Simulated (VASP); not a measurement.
# Si (P6_3/mmc) in VASP: notebook, part 2 of 2

VASP 6.6.1. The steps go on from the part before.

## (3) Single point, LDA

This run uses another cell than the first one, of the same volume but with other edges.

INCAR

```
PREC = Accurate
ENCUT = 520
EDIFF = 1E-6
ISMEAR = 0
SIGMA = 0.03
LREAL = False
LASPH = True
NELM = 80
ALGO = Normal
ISIF = 2
LWAVE = False
LCHARG = False
GGA = CA
NBANDS = 16
```

KPOINTS

```
Automatic mesh
0
Gamma
  12 12 6
```

POSCAR

```
Si
1.0
    3.9671651941      0.0000000000      0.0000000000
   -1.9835825971      3.4356658391      0.0000000000
    0.0000000000      0.0000000000      5.7750023730
Si
4
Direct
    0.3333333333      0.6666666667      0.0630360460
    0.6666666667      0.3333333333      0.5630360460
    0.3333333333      0.6666666667      0.4369639540
    0.6666666667      0.3333333333      0.9369639540
```

Potentials or basis: VASP PAW LDA potentials, release 64 (Si).

Run with:

```bash
cat potpaw_LDA.64/Si/POTCAR > POTCAR
mpirun -np 1 vasp_std > vasp.out
```

OUTCAR:

```text
PREC = Accurate
   ENCUT = 520
   EDIFF = 1E-6
   ISMEAR = 0
   LREAL = False
   LASPH = True
   NELM = 80
   ISIF = 2
   GGA = CA

 ion  position               nearest neighbor table
   1  0.333  0.667  0.063-   3 2.16   4 2.40   4 2.40   4 2.40
   2  0.667  0.333  0.563-   4 2.16   3 2.40   3 2.40   3 2.40
   3  0.333  0.667  0.437-   1 2.16   2 2.40   2 2.40   2 2.40
   4  0.667  0.333  0.937-   2 2.16   1 2.40   1 2.40   1 2.40

  LATTYP: Found a hexagonal cell.
 ALAT       =     3.9671651941
 C/A-ratio  =     1.4557000000

  Lattice vectors:

 A1 = (   3.9671651941,   0.0000000000,   0.0000000000)
 A2 = (  -1.9835825971,   3.4356658391,   0.0000000000)
 A3 = (   0.0000000000,   0.0000000000,   5.7750023730)

Analysis of symmetry for initial positions (statically):
=====================================================================
 Subroutine PRICEL returns:
 Original cell was already a primitive cell.

 Routine SETGRP: Setting up the symmetry group for a
 hexagonal supercell.

 Subroutine GETGRP returns: Found 24 space group operations
 (whereof 12 operations were pure point group operations)
 out of a pool of 24 trial point group operations.

The static configuration has the point symmetry D_3d.
 The point group associated with its full space group is D_6h.

Analysis of symmetry for dynamics (positions and initial velocities):
=====================================================================
 Subroutine PRICEL returns:
 Original cell was already a primitive cell.

 Routine SETGRP: Setting up the symmetry group for a
 hexagonal supercell.

 Subroutine GETGRP returns: Found 24 space group operations
 (whereof 12 operations were pure point group operations)
 out of a pool of 24 trial point group operations.

The dynamic configuration has the point symmetry D_3d.
 The point group associated with its full space group is D_6h.

 Subroutine INISYM returns: Found 24 space group operations
[... 123 lines left out ...]
  Fermi-wavevector in a.u.,A,eV,Ry     =   0.962573  1.818999 12.606436  0.926547
  Thomas-Fermi vector in A             =   2.092044
   LORBIT       =      0    0 simple, 1 ext, 2 COOP (PROOUT), +10 PAW based schemes
   GGA     = CA    functional components
   LHFCALC =     F    Hartree Fock is set to
   AEXX    =    0.0000 exact exchange contribution
   IVDW    =     0    specifies the selected vdW correction
   LEPSILON=     F    determine dielectric tensor
   LRPA    =     F    only Hartree local field effects (RPA)
 non-spin polarized calculation
 Gauss-broadening in eV      SIGMA  =   0.03
  energy-cutoff  :      520.00
  volume of cell :       78.71
 maximum number of plane-waves:      2157
 NGX is ok and might be reduce to    30

 number of electron      15.9999999 magnetization

 Free energy of the ion-electron system (eV)
  ---------------------------------------------------
  ext. energy  EPLUGINS =         0.00000000
  ---------------------------------------------------
  free energy    TOTEN  =       -23.10843147 eV

  energy without entropy =      -23.10822554  energy(sigma->0) =      -23.10832850

 E-fermi :   6.0068     XC(G=0):  -9.6530

 val. band max:        6.0049343538   @ k =   0.4167   0.0000   0.0000
 cond. band min:       6.0536132928   @ k =   0.5000   0.0000   0.1667
 fundamental gap:      0.0486789390
 Fermi energy:         6.0067545651

 k-point     1 :       0.0000    0.0000    0.0000
  band No.  band energies     occupation
      1      -6.2029      2.00000
      2      -2.8736      2.00000
      3      -1.3663      2.00000
      4       3.9816      2.00000
      5       3.9816      2.00000
      6       5.8329      2.00000
[... 433 lines left out ...]
      3      -1.1073      2.00000
      4       1.4898      2.00000
      5       1.6974      2.00000
      6       2.9585      2.00000
[... 8 lines left out ...]
     15      12.5856      0.00000
     16      13.2007      0.00000

 [... further k-points ...]

------------------------ aborting loop because EDIFF is reached ----------------------------------------

  FORCE on cell =-STRESS in cart. coord.  units (eV):
  Direction    XX          YY          ZZ          XY          YZ          ZX
  --------------------------------------------------------------------------------------
  -------------------------------------------------------------------------------------
  Total       -4.3635840     -4.3635840     12.7257902      0.0000000      0.0000000      0.0000000
  in kB      -88.8199557    -88.8199557    259.0311370      0.0000000      0.0000000      0.0000000
  external PRESSURE =      27.1304086 kB  Pullay stress =       0.0000000 kB

 VOLUME and BASIS-vectors are now :
 -----------------------------------------------------------------------------
  energy-cutoff  :      520.00
  volume of cell :       78.71
      direct lattice vectors                 reciprocal lattice vectors
     3.967165194  0.000000000  0.000000000     0.252069160  0.145532198  0.000000000
    -1.983582597  3.435665839  0.000000000     0.000000000  0.291064395  0.000000000
     0.000000000  0.000000000  5.775002373     0.000000000  0.000000000  0.173160102

 POSITION                                       TOTAL-FORCE (eV/Angst)
 -----------------------------------------------------------------------------------
     -0.00000      2.29044      0.36403        -0.000000     -0.000000     -2.063907
      1.98358      1.14522      3.25153        -0.000000      0.000000     -2.063907
     -0.00000      2.29044      2.52347        -0.000000     -0.000000      2.063907
      1.98358      1.14522      5.41097         0.000000      0.000000      2.063907
 -----------------------------------------------------------------------------------
    total drift:                                0.000000     -0.000000      0.000000

  FREE ENERGIE OF THE ION-ELECTRON SYSTEM (eV)
  ---------------------------------------------------
  free  energy   TOTEN  =       -23.1084314654 eV

  energy  without entropy=      -23.1082255417  energy(sigma->0) =      -23.10832850
```

OSZICAR:

```text
N       E                     dE             d eps       ncg     rms          rms(c)
DAV:   1     0.249488365837E+02    0.24949E+02   -0.59365E+03  2432   0.818E+02
DAV:   2    -0.218470684213E+02   -0.46796E+02   -0.42418E+02  3288   0.124E+02
DAV:   3    -0.237521451828E+02   -0.19051E+01   -0.18884E+01  3368   0.232E+01
DAV:   4    -0.237761203008E+02   -0.23975E-01   -0.23967E-01  2960   0.335E+00
DAV:   5    -0.237765771243E+02   -0.45682E-03   -0.45671E-03  3464   0.437E-01    0.747E+00
DAV:   6    -0.232988103362E+02    0.47777E+00   -0.23988E-01  2888   0.246E+00    0.441E+00
DAV:   7    -0.231087804043E+02    0.19003E+00   -0.42830E-01  3048   0.319E+00    0.485E-01
DAV:   8    -0.231082729319E+02    0.50747E-03   -0.44734E-02  2832   0.124E+00    0.339E-01
DAV:   9    -0.231088923668E+02   -0.61943E-03   -0.19113E-03  3152   0.259E-01    0.131E-01
DAV:  10    -0.231084397088E+02    0.45266E-03   -0.15234E-03  3016   0.216E-01    0.637E-02
DAV:  11    -0.231084335207E+02    0.61881E-05   -0.13127E-04  3000   0.638E-02    0.432E-02
DAV:  12    -0.231084427299E+02   -0.92092E-05   -0.84731E-06  3440   0.165E-02    0.122E-01
DAV:  13    -0.231084312502E+02    0.11480E-04   -0.20791E-05  3136   0.257E-02    0.105E-02
DAV:  14    -0.231084314654E+02   -0.21526E-06   -0.32161E-06  2568   0.894E-03
   1 F= -.23108431E+02 E0= -.23108329E+02  d E =-.205924E-03
```

It took 2.9 min on 1 thread of Intel Xeon 8259CL, shared host; peak memory 0.2 GiB.

Results:

```yaml
Free_energy: -23.1084 eV
Pressure: 2.7 GPa
Largest_force: 2.064 eV/Å
Band_gap_on_the_k_mesh: zero (bands 8 and 9 overlap by 0.42 eV)
```

Forces on the atoms (eV/Å):
```
Si   0.000  0.000 -2.064
Si   0.000  0.000 -2.064
Si   0.000  0.000  2.064
Si   0.000  0.000  2.064
```

Levels at points of the mesh, in eV from the Fermi level:
| k point | band 6 | band 7 | band 8 | band 9 | band 10 | band 11 |
| --- | --- | --- | --- | --- | --- | --- |
| (0.00, 0.00, 0.00) | -0.17 | -0.16 | 0.33 | 0.33 | 1.42 | 1.42 |
| (0.50, 0.00, 0.00) | -3.40 | -3.11 | -0.93 | -0.09 | 2.67 | 2.73 |
| (0.00, 0.00, 0.50) | -1.20 | -1.20 | -1.20 | 1.08 | 1.08 | 2.76 |
| (0.50, 0.00, 0.50) | -2.52 | -1.87 | -1.87 | 0.94 | 0.94 | 2.49 |

Caveat: semilocal functionals underestimate gaps, so a narrow gap can read as zero; forces of over 1 eV/Å act on the atoms, so gaps and moduli don't describe the material at rest.

## (4) Single point, LDA

This run uses another cell than the first one, of the same volume but with other edges.

INCAR

```
SYSTEM = Si
PREC = Accurate ; ENCUT = 520
EDIFF = 1E-6 ; ISMEAR = 0
SIGMA = 0.03 ; LREAL = .False.
LASPH = .True. ; NELM = 100
ALGO = Normal ; ISIF = 2
LWAVE = .False. ; LCHARG = .True.
GGA = CA ; LELF = .True.
LVHAR = .True. ; NBANDS = 16
```

KPOINTS

```
regular mesh
0
Gamma
  12 12 6
  0 0 0
```

POSCAR

```
Si
1.0
    4.0952913888      0.0000000000      0.0000000000
   -2.0476456944      3.5466263786      0.0000000000
    0.0000000000      0.0000000000      5.4192990949
Si
4
Direct
    0.3333333333      0.6666666667      0.0534951140
    0.6666666667      0.3333333333      0.5534951140
    0.3333333333      0.6666666667      0.4465048860
    0.6666666667      0.3333333333      0.9465048860
```

Potentials or basis: VASP PAW LDA potentials, release 64 (Si).

Run with:

```bash
cat potpaw_LDA.64/Si/POTCAR > POTCAR
mpirun -np 1 vasp_std > vasp.out
```

OUTCAR:

```text
SYSTEM = Si
   PREC = Accurate
   ENCUT = 520
   EDIFF = 1E-6
   ISMEAR = 0
   LREAL = .False.
   LASPH = .True.
   NELM = 100
   ISIF = 2
   GGA = CA

 ion  position               nearest neighbor table
   1  0.333  0.667  0.053-   3 2.13   4 2.43   4 2.43   4 2.43
   2  0.667  0.333  0.553-   4 2.13   3 2.43   3 2.43   3 2.43
   3  0.333  0.667  0.447-   1 2.13   2 2.43   2 2.43   2 2.43
   4  0.667  0.333  0.947-   2 2.13   1 2.43   1 2.43   1 2.43

  LATTYP: Found a hexagonal cell.
 ALAT       =     4.0952913888
 C/A-ratio  =     1.3233000000

  Lattice vectors:

 A1 = (   4.0952913888,   0.0000000000,   0.0000000000)
 A2 = (  -2.0476456944,   3.5466263786,   0.0000000000)
 A3 = (   0.0000000000,   0.0000000000,   5.4192990949)

Analysis of symmetry for initial positions (statically):
=====================================================================
 Subroutine PRICEL returns:
 Original cell was already a primitive cell.

 Routine SETGRP: Setting up the symmetry group for a
 hexagonal supercell.

 Subroutine GETGRP returns: Found 24 space group operations
 (whereof 12 operations were pure point group operations)
 out of a pool of 24 trial point group operations.

The static configuration has the point symmetry D_3d.
 The point group associated with its full space group is D_6h.

Analysis of symmetry for dynamics (positions and initial velocities):
=====================================================================
 Subroutine PRICEL returns:
 Original cell was already a primitive cell.

 Routine SETGRP: Setting up the symmetry group for a
 hexagonal supercell.

 Subroutine GETGRP returns: Found 24 space group operations
 (whereof 12 operations were pure point group operations)
 out of a pool of 24 trial point group operations.

The dynamic configuration has the point symmetry D_3d.
 The point group associated with its full space group is D_6h.

 Subroutine INISYM returns: Found 24 space group operations
[... 121 lines left out ...]
     AMIX_MAG =   1.60;   BMIX_MAG =  1.00
  volume/ion in A,a.u.               =      19.68       132.79
  Fermi-wavevector in a.u.,A,eV,Ry     =   0.962573  1.818999 12.606436  0.926547
  Thomas-Fermi vector in A             =   2.092044
   LORBIT       =      0    0 simple, 1 ext, 2 COOP (PROOUT), +10 PAW based schemes
   GGA     = CA    functional components
   LHFCALC =     F    Hartree Fock is set to
   AEXX    =    0.0000 exact exchange contribution
   IVDW    =     0    specifies the selected vdW correction
   LEPSILON=     F    determine dielectric tensor
   LRPA    =     F    only Hartree local field effects (RPA)
 non-spin polarized calculation
 Gauss-broadening in eV      SIGMA  =   0.03
  energy-cutoff  :      520.00
  volume of cell :       78.71
 maximum number of plane-waves:      2163
   NGX = 15   NGY = 15   NGZ = 21

 number of electron      16.0000002 magnetization

 Free energy of the ion-electron system (eV)
  ---------------------------------------------------
  ext. energy  EPLUGINS =         0.00000000
  ---------------------------------------------------
  free energy    TOTEN  =       -22.24602532 eV

  energy without entropy =      -22.24551075  energy(sigma->0) =      -22.24576804

 E-fermi :   5.7892     XC(G=0):  -9.6538

 val. band max:        5.7730210207   @ k =   0.0833   0.0000   0.0000
 cond. band min:       5.7970646045   @ k =   0.0833   0.0000   0.1667
 fundamental gap:      0.0240435838
 Fermi energy:         5.7892298327

 k-point     1 :       0.0000    0.0000    0.0000
  band No.  band energies     occupation
      1      -6.2485      2.00000
      2      -2.2408      2.00000
      3      -1.1070      2.00000
      4       3.4548      2.00000
      5       3.4548      2.00000
      6       4.5786      2.00000
[... 433 lines left out ...]
      3      -1.1019      2.00000
      4       1.6602      2.00000
      5       1.8276      2.00000
      6       2.5685      2.00000
[... 8 lines left out ...]
     15      12.5233      0.00000
     16      13.2188      0.00000

 [... further k-points ...]

------------------------ aborting loop because EDIFF is reached ----------------------------------------

  FORCE on cell =-STRESS in cart. coord.  units (eV):
  Direction    XX          YY          ZZ          XY          YZ          ZX
  --------------------------------------------------------------------------------------
  -------------------------------------------------------------------------------------
  Total       -5.9789677     -5.9789677     17.7992946      0.0000000      0.0000000      0.0000000
  in kB     -121.7007964   -121.7007964    362.3013935      0.0000000      0.0000000      0.0000000
  external PRESSURE =      39.6332669 kB  Pullay stress =       0.0000000 kB

 VOLUME and BASIS-vectors are now :
 -----------------------------------------------------------------------------
  energy-cutoff  :      520.00
  volume of cell :       78.71
      direct lattice vectors                 reciprocal lattice vectors
     4.095291389  0.000000000  0.000000000     0.244182869  0.140979045  0.000000000
    -2.047645694  3.546626379  0.000000000     0.000000000  0.281958090  0.000000000
     0.000000000  0.000000000  5.419299095     0.000000000  0.000000000  0.184525708

 POSITION                                       TOTAL-FORCE (eV/Angst)
 -----------------------------------------------------------------------------------
     -0.00000      2.36442      0.28991        -0.000000      0.000000     -2.143476
      2.04765      1.18221      2.99956         0.000000     -0.000000     -2.143476
     -0.00000      2.36442      2.41974        -0.000000      0.000000      2.143476
      2.04765      1.18221      5.12939         0.000000     -0.000000      2.143476
 -----------------------------------------------------------------------------------
    total drift:                               -0.000000      0.000000     -0.000000

  FREE ENERGIE OF THE ION-ELECTRON SYSTEM (eV)
  ---------------------------------------------------
  free  energy   TOTEN  =       -22.2460253185 eV

  energy  without entropy=      -22.2455107521  energy(sigma->0) =      -22.24576804
```

OSZICAR:

```text
N       E                     dE             d eps       ncg     rms          rms(c)
DAV:   1     0.259411999823E+02    0.25941E+02   -0.60454E+03  2432   0.825E+02
DAV:   2    -0.211284350675E+02   -0.47070E+02   -0.42985E+02  3232   0.122E+02
DAV:   3    -0.230085661818E+02   -0.18801E+01   -0.18592E+01  3272   0.234E+01
DAV:   4    -0.230331013368E+02   -0.24535E-01   -0.24528E-01  3096   0.338E+00
DAV:   5    -0.230335867483E+02   -0.48541E-03   -0.48539E-03  3352   0.453E-01    0.751E+00
DAV:   6    -0.224377642528E+02    0.59582E+00   -0.36131E-01  3080   0.317E+00    0.432E+00
DAV:   7    -0.222477140647E+02    0.19005E+00   -0.53209E-01  3176   0.359E+00    0.691E-01
DAV:   8    -0.222461002022E+02    0.16139E-02   -0.74406E-02  2880   0.157E+00    0.484E-01
DAV:   9    -0.222468509424E+02   -0.75074E-03   -0.46725E-03  3032   0.410E-01    0.180E-01
DAV:  10    -0.222460278117E+02    0.82313E-03   -0.24220E-03  3048   0.281E-01    0.708E-02
DAV:  11    -0.222460253143E+02    0.24974E-05   -0.21800E-04  2984   0.816E-02    0.554E-02
DAV:  12    -0.222460283013E+02   -0.29870E-05   -0.61988E-06  3456   0.150E-02    0.132E-01
DAV:  13    -0.222460255237E+02    0.27776E-05   -0.48484E-06  3144   0.119E-02    0.148E-02
DAV:  14    -0.222460253185E+02    0.20511E-06   -0.11376E-06  1832   0.564E-03
   1 F= -.22246025E+02 E0= -.22245768E+02  d E =-.514566E-03
```

stdout:

```text
POSCAR found type information on POSCAR Si
 POSCAR found :  1 types and       4 ions
 scaLAPACK will be used
 LDA part: xc-table for (Slater(with rela. corr.)+CA(PZ))
 , standard interpolation
 POSCAR, INCAR and KPOINTS ok, starting setup
 FFT: planning ... GRIDC
 FFT: planning ... GRID_SOFT
 FFT: planning ... GRID
 WAVECAR not read
 entering main loop
```

Run time: 2.4 min. Hardware: 1 thread of Intel Xeon 8259CL, shared host; peak memory 0.19 GiB.

What came out:

| Property | Result |
| --- | --- |
| Free energy | -22.2460 eV |
| Pressure | 4.0 GPa |
| Largest force | 2.143 eV/Å |
| Band gap on the k mesh | zero (bands 8 and 9 overlap by 1.03 eV) |

Forces in eV/Å, atoms in the order of the input:
```
Si   0.000  0.000 -2.143
Si   0.000  0.000 -2.143
Si   0.000  0.000  2.143
Si   0.000  0.000  2.143
```

Stress tensor (GPa, compression positive):
```
-12.17   0.00   0.00
  0.00 -12.17   0.00
  0.00   0.00  36.23
```

Caveat: the cell stands under pressure; forces of over 1 eV/Å act on the atoms, so gaps and moduli don't describe the material at rest.

## (5) The runs side by side

| cell | gap on the mesh (eV) | pressure (GPa) | largest force (eV/Å) |
| --- | --- | --- | --- |
| a = 3.854, b = 3.854, c = 6.120 Å, angles 90.0, 90.0, 120.0°, 4 atoms, atomic positions A | none | 4.8 | 5.42 |
| a = 3.967, b = 3.967, c = 5.775 Å, angles 90.0, 90.0, 120.0°, 4 atoms, atomic positions B | none | 2.7 | 2.06 |
| a = 4.095, b = 4.095, c = 5.419 Å, angles 90.0, 90.0, 120.0°, 4 atoms, atomic positions C | none | 4.0 | 2.14 |

Alike in all rows: task single point; level LDA; potentials or basis VASP PAW LDA potentials, release 64 (Si); no spin polarisation; k mesh 12 × 12 × 6; cutoff (eV) 520; smearing gaussian 0.03 eV.

Caveats: forces of over 1 eV/Å act on the atoms, so gaps and moduli don't describe the material at rest; the cell stands under pressure (at least some runs); semilocal functionals underestimate gaps, so a narrow gap can read as zero (at least some runs).

Absolute energies hang on the potentials; compare differences alone.
